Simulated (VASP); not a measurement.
# CaScB2 (P4mm) in VASP: further runs

The runs below take CaScB2 through relaxation of cell and atoms, single point, with PBE.

Program: VASP 6.6.1. These are calculated values, not measurements. Logs are shortened: lines on timing, memory, paths and dates and some standing lists are left out, and cuts for length are marked.

## Step 1: The cell of the first run

It takes space group P4mm (No. 99, tetragonal). Conventional cell: a = 4.349 Å, b = 4.349 Å, c = 3.192 Å, α = 90.00°, β = 90.00°, γ = 90.00°. Ca (site symmetry 4mm) has 8 B at 2.64 to 2.76 Å and 4 Sc at 3.10 Å and 2 Ca at 3.19 Å within 3.5 Å. Within 3.3 Å of Sc (site symmetry 4mm) lie 8 B at 2.53 to 2.88 Å and 4 Ca at 3.10 Å and 2 Sc at 3.19 Å. B (site symmetry 2mm) has 4 Sc at 2.53 to 2.88 Å and 4 Ca at 2.64 to 2.76 Å and 6 B at 3.07 to 3.19 Å within 3.3 Å.

## Step 2: Relaxation of cell and atoms, PBE

File INCAR:

```
SYSTEM = CaScB2
PREC = Accurate ; ENCUT = 600
EDIFF = 1E-6 ; ISMEAR = 0
SIGMA = 0.1 ; LREAL = .FALSE.
LASPH = .TRUE. ; NELM = 100
ALGO = Normal ; ISIF = 3
LWAVE = .FALSE. ; LCHARG = .FALSE.
GGA = PE ; IBRION = 2
NSW = 100 ; EDIFFG = -0.01
```

File KPOINTS:

```
Automatic mesh
0
G
  10 10 14
  0 0 0
```

File POSCAR:

```
CaScB2
1.0
    4.3485347156      0.0000000000      0.0000000000
    0.0000000000      4.3485347156      0.0000000000
    0.0000000000      0.0000000000      3.1920237995
Ca Sc B
1 1 2
Direct
    0.5000000000      0.5000000000      0.6201560610
    0.0000000000      0.0000000000      0.4968608597
    0.5000000000      0.0000000000      0.0893251947
    0.0000000000      0.5000000000      0.0893251947
```

Potentials or basis: VASP PAW PBE potentials, release 64 (Ca_sv, Sc_sv, B).

Command:

```console
$ cat potpaw_PBE.64/Ca_sv/POTCAR potpaw_PBE.64/Sc_sv/POTCAR potpaw_PBE.64/B/POTCAR > POTCAR
$ mpirun -np 1 vasp_std > vasp.out
```

OUTCAR:

```text
SYSTEM = CaScB2
   PREC = Accurate
   ENCUT = 600
   EDIFF = 1E-6
   ISMEAR = 0
   LREAL = .FALSE.
   LASPH = .TRUE.
   NELM = 100
   ISIF = 3
   GGA = PE
   IBRION = 2
   NSW = 100
   EDIFFG = -0.01

 ion  position               nearest neighbor table
   1  0.500  0.500  0.620-   3 2.64   4 2.64   3 2.64   4 2.64   2 3.10   2 3.10   2 3.10   2 3.10

   2  0.000  0.000  0.497-   3 2.53   4 2.53   4 2.53   3 2.53   1 3.10   1 3.10   1 3.10   1 3.10

   3  0.500  0.000  0.089-   2 2.53   2 2.53   1 2.64   1 2.64
   4  0.000  0.500  0.089-   2 2.53   2 2.53   1 2.64   1 2.64

  LATTYP: Found a simple tetragonal cell.
 ALAT       =     4.3485347156
 C/A-ratio  =     0.7340458357

  Lattice vectors:

 A1 = (   4.3485347156,   0.0000000000,   0.0000000000)
 A2 = (   0.0000000000,   4.3485347156,   0.0000000000)
 A3 = (   0.0000000000,   0.0000000000,   3.1920237995)

Analysis of symmetry for initial positions (statically):
=====================================================================
 Subroutine PRICEL returns:
 Original cell was already a primitive cell.

 Routine SETGRP: Setting up the symmetry group for a
 simple tetragonal supercell.

 Subroutine GETGRP returns: Found  8 space group operations
 (whereof  8 operations were pure point group operations)
 out of a pool of 16 trial point group operations.

The static configuration has the point symmetry C_4v.

Analysis of symmetry for dynamics (positions and initial velocities):
=====================================================================
 Subroutine PRICEL returns:
 Original cell was already a primitive cell.

 Routine SETGRP: Setting up the symmetry group for a
 simple tetragonal supercell.

 Subroutine GETGRP returns: Found  8 space group operations
 (whereof  8 operations were pure point group operations)
 out of a pool of 16 trial point group operations.

The dynamic configuration has the point symmetry C_4v.

 Subroutine INISYM returns: Found  8 space group operations
 (whereof  8 operations are pure point group operations),
 and found     1 'primitive' translations

----------------------------------------------------------------------------------------

                                     Primitive cell

  volume of cell :      60.3604

[... 114 lines left out ...]
  Fermi-wavevector in a.u.,A,eV,Ry     =   1.252022  2.365979 21.327948  1.567560
  Thomas-Fermi vector in A             =   2.385942
   LORBIT       =      0    0 simple, 1 ext, 2 COOP (PROOUT), +10 PAW based schemes
   GGA     = PE    functional components
   LHFCALC =     F    Hartree Fock is set to
   AEXX    =    0.0000 exact exchange contribution
   IVDW    =     0    specifies the selected vdW correction
   LEPSILON=     F    determine dielectric tensor
   LRPA    =     F    only Hartree local field effects (RPA)
 conjugate gradient relaxation of ions
 non-spin polarized calculation
 Gauss-broadening in eV      SIGMA  =   0.10
  energy-cutoff  :      600.00
  volume of cell :       60.36
 maximum number of plane-waves:      2053
 NGX is ok and might be reduce to    36
   NGX = 17   NGY = 17   NGZ = 13

--------------------------------------- Ionic step        1  -------------------------------------------

 number of electron      27.0000002 magnetization

 Free energy of the ion-electron system (eV)
  ---------------------------------------------------
  ext. energy  EPLUGINS =         0.00000000
  ---------------------------------------------------
  free energy    TOTEN  =       -19.76953398 eV

  energy without entropy =      -19.75937078  energy(sigma->0) =      -19.76445238

------------------------ aborting loop because EDIFF is reached ----------------------------------------

  FORCE on cell =-STRESS in cart. coord.  units (eV):
  Direction    XX          YY          ZZ          XY          YZ          ZX
  --------------------------------------------------------------------------------------
  -------------------------------------------------------------------------------------
  Total        0.3370205      0.3370205     -0.5330576      0.0000000      0.0000000      0.0000000
  in kB        8.9457112      8.9457112    -14.1492276      0.0000000      0.0000000      0.0000000
  external PRESSURE =       1.2473983 kB  Pullay stress =       0.0000000 kB
[... 95 lines left out ...]
  FREE ENERGIE OF THE ION-ELECTRON SYSTEM (eV)
  ---------------------------------------------------
  free  energy   TOTEN  =       -19.7794659443 eV

  energy  without entropy=      -19.7689949677  energy(sigma->0) =      -19.77423046

[... ionic steps 4 to 28 ...]

--------------------------------------- Ionic step       29  -------------------------------------------

 number of electron      26.9999998 magnetization

------------------------ aborting loop because EDIFF is reached ----------------------------------------
[... 71 lines left out ...]
--------------------------------------- Ionic step       31  -------------------------------------------

 number of electron      26.9999999 magnetization

 Free energy of the ion-electron system (eV)
  ---------------------------------------------------
  ext. energy  EPLUGINS =         0.00000000
  ---------------------------------------------------
  free energy    TOTEN  =       -19.79042893 eV

  energy without entropy =      -19.78096309  energy(sigma->0) =      -19.78569601

 E-fermi :   4.5552     XC(G=0): -10.6927

 val. band max:        4.5502753490   @ k =   0.3000   0.0000   0.1429
 cond. band min:       4.5553506415   @ k =   0.5000   0.4000   0.2143
 fundamental gap:      0.0050752925
 Fermi energy:         4.5551884973

 k-point     1 :       0.0000    0.0000    0.0000
  band No.  band energies     occupation
      1     -44.8113      2.00000
      2     -35.0151      2.00000
      3     -23.4608      2.00000
      4     -23.4608      2.00000
      5     -23.2483      2.00000
      6     -16.1556      2.00000
[... 457 lines left out ...]
      4     -23.4572      2.00000
      5     -23.2672      2.00000
      6     -16.1725      2.00000
[... 9 lines left out ...]
     16       6.5704      0.00000
     17       6.9754      0.00000

 [... further k-points ...]

------------------------ aborting loop because EDIFF is reached ----------------------------------------

  FORCE on cell =-STRESS in cart. coord.  units (eV):
  Direction    XX          YY          ZZ          XY          YZ          ZX
  --------------------------------------------------------------------------------------
  -------------------------------------------------------------------------------------
  Total       -0.0148006     -0.0148006     -0.0205951      0.0000000      0.0000000      0.0000000
  in kB       -0.3968929     -0.3968929     -0.5522792      0.0000000      0.0000000      0.0000000
  external PRESSURE =      -0.4486884 kB  Pullay stress =       0.0000000 kB
[... 19 lines left out ...]
  FREE ENERGIE OF THE ION-ELECTRON SYSTEM (eV)
  ---------------------------------------------------
  free  energy   TOTEN  =       -19.7904289306 eV

  energy  without entropy=      -19.7809630942  energy(sigma->0) =      -19.78569601

 reached required accuracy - stopping structural energy minimisation
```

OSZICAR:

```text
N       E                     dE             d eps       ncg     rms          rms(c)
DAV:   1     0.320773003954E+03    0.32077E+03   -0.14451E+04  5728   0.175E+03
DAV:   2     0.374861117092E+01   -0.31702E+03   -0.31439E+03  6432   0.528E+02
DAV:   3    -0.213664457088E+02   -0.25115E+02   -0.24460E+02 10135   0.141E+02
[... 243 lines left out ...]
DAV:   2    -0.197905490184E+02   -0.29524E-04   -0.43587E-03  7113   0.739E-01    0.757E-02
DAV:   3    -0.197904324933E+02    0.11653E-03   -0.35757E-04  9861   0.195E-01    0.164E-02
DAV:   4    -0.197904300766E+02    0.24167E-05   -0.20301E-05  7927   0.405E-02    0.776E-03
DAV:   5    -0.197904290688E+02    0.10078E-05   -0.26464E-06  5694   0.180E-02    0.181E-03
DAV:   6    -0.197904289306E+02    0.13819E-06   -0.25565E-07  3659   0.880E-03
  31 F= -.19790429E+02 E0= -.19785696E+02  d E =-.632629E-04
```

It took 40 min on 1 thread of AMD EPYC 9R14 (Zen 4), shared host; peak memory 0.37 GiB.

Results:

* Free energy: -19.7904 eV
* Relaxed volume: 14.94 Å³/atom
* Relaxed cell: a = 4.416 Å, b = 4.416 Å, c = 3.064 Å, α = 90.00°, β = 90.00°, γ = 90.00°
* Space group after relaxing (to 0.05 Å): P4mm (No. 99)
* Energy gained by relaxing: 5.2 meV/atom
* Ionic steps: 31
* Pressure after relaxing: 0.0 GPa

The path:
| step | energy change (eV) | largest force (eV/Å) | pressure (GPa) | volume (Å³) |
| --- | --- | --- | --- | --- |
| 1 | 0.0000 | 0.0455 | 0.12 | 60.36 |
| 2 | -0.0053 | 0.0461 | -0.04 | 60.46 |
| 3 | -0.0099 | 0.1162 | -0.45 | 60.73 |
| 4 | -0.0104 | 0.0980 | -0.36 | 60.66 |
| 5 | -0.0116 | 0.1088 | 0.15 | 60.27 |
| 6 | -0.0118 | 0.1145 | 0.42 | 60.05 |
| 7 | -0.0126 | 0.1051 | 0.40 | 60.03 |
| 8 | -0.0148 | 0.0809 | 0.35 | 59.96 |
| 9 | -0.0173 | 0.0737 | 0.29 | 59.81 |
| 10 | -0.0168 | 0.1166 | 0.37 | 59.51 |
| 11 | -0.0179 | 0.0911 | 0.31 | 59.68 |
| 12 | -0.0194 | 0.0376 | -0.41 | 60.15 |
| 13 | -0.0194 | 0.0424 | -0.35 | 60.11 |
| 14 | -0.0200 | 0.0190 | 0.07 | 59.82 |
| 15 | -0.0200 | 0.0176 | -0.01 | 59.88 |
| 16 | -0.0200 | 0.0175 | -0.01 | 59.89 |
| 17 | -0.0201 | 0.0164 | 0.00 | 59.86 |
| 18 | -0.0201 | 0.0162 | 0.12 | 59.76 |
| 19 | -0.0202 | 0.0153 | 0.11 | 59.77 |
| 20 | -0.0202 | 0.0144 | 0.05 | 59.81 |
| 21 | -0.0203 | 0.0181 | -0.06 | 59.88 |
| 22 | -0.0203 | 0.0191 | -0.10 | 59.89 |
| 23 | -0.0203 | 0.0186 | -0.11 | 59.88 |
| 24 | -0.0204 | 0.0175 | -0.10 | 59.87 |
| 25 | -0.0206 | 0.0152 | -0.09 | 59.84 |
| 26 | -0.0208 | 0.0120 | -0.06 | 59.78 |
| 27 | -0.0208 | 0.0070 | 0.07 | 59.66 |
| 28 | -0.0208 | 0.0117 | -0.01 | 59.73 |
| 29 | -0.0208 | 0.0080 | 0.03 | 59.69 |
| 30 | -0.0208 | 0.0097 | 0.02 | 59.71 |
| 31 | -0.0209 | 0.0012 | -0.04 | 59.75 |

Final structure:
```
Ca Sc B
1.0
     4.41595    0.00000    0.00000
     0.00000    4.41595    0.00000
     0.00000    0.00000    3.06385
Ca Sc B
1 1 2
Direct
  0.50000 0.50000 0.57776
  0.00000 0.00000 0.56721
  0.50000 0.00000 0.07535
  0.00000 0.50000 0.07535
```

## Step 3: Single point, PBE

This run uses another cell than the first one, of 15.98 Å³/atom, 1.059 times its volume.

File INCAR:

```
SYSTEM = CaScB2
  ALGO = Normal
  EDIFF = 1E-6
  ENCUT = 520
  GGA = PE
  ISIF = 2
  ISMEAR = 0
  LASPH = .True.
  LCHARG = .False.
  LREAL = .False.
  LWAVE = .False.
  NBANDS = 22
  NELM = 100
  PREC = Accurate
  SIGMA = 0.1
```

File KPOINTS:

```
k-points
0
Gamma
  4 4 6
  0 0 0
```

File POSCAR:

```
CaScB2
1.0
    4.3080437200      0.0000000000      0.0000000000
    0.0000000000      4.3080437200      0.0000000000
    0.0000000000      0.0000000000      3.4442482200
Ca Sc B
1 1 2
Direct
    0.5000000000      0.5000000000      0.7042335700
    0.0000000000      0.0000000000      0.4288547600
    0.5000000000      0.0000000000      0.0812894900
    0.0000000000      0.5000000000      0.0812894900
```

Potentials or basis: VASP PAW PBE potentials, release 64 (Ca_sv, Sc_sv, B).

Command:

```console
$ cat potpaw_PBE.64/Ca_sv/POTCAR potpaw_PBE.64/Sc_sv/POTCAR potpaw_PBE.64/B/POTCAR > POTCAR
$ mpirun -np 1 vasp_std > vasp.out
```

It took 28 s on 1 thread of AMD EPYC 9R14 (Zen 4), shared host; peak memory 0.16 GiB.

The run converged. Its results:

| Quantity | Value |
| --- | --- |
| Free energy | -19.5220 eV |
| Pressure | -1.1 GPa |
| Largest force | 1.112 eV/Å |

Forces in eV/Å, atoms in the order of the input:
```
Ca   0.000  0.000 -1.112
Sc   0.000  0.000  0.040
B    0.000  0.000  0.536
B    0.000  0.000  0.536
```

Stress tensor (GPa, compression positive):
```
 0.70  0.00  0.00
 0.00  0.70  0.00
 0.00  0.00 -4.76
```

Levels at points of the mesh, in eV from the Fermi level:
```csv
k point,band 11,band 12,band 13,band 14,band 15,band 16,band 17,band 18
"(0.00, 0.00, 0.00)",-1.01,-1.01,-0.50,1.32,2.08,2.13,2.63,2.63
"(0.50, 0.00, 0.00)",-1.08,-0.32,-0.26,-0.12,0.95,1.28,2.59,2.79
"(0.50, 0.50, 0.00)",-3.66,-3.20,0.98,1.27,1.27,1.78,2.38,2.98
"(0.00, 0.00, 0.50)",-3.12,-1.97,-1.97,-1.87,1.43,1.43,2.00,4.16
"(0.50, 0.00, 0.50)",-2.03,-1.98,-1.08,-0.71,0.96,1.72,3.07,3.19
"(0.50, 0.50, 0.50)",-1.86,-1.40,-1.02,-1.02,1.63,1.67,1.90,3.42
```

Caveat: the k points lie up to 0.36 Å⁻¹ apart; forces of over 1 eV/Å act on the atoms, so gaps and moduli don't describe the material at rest.
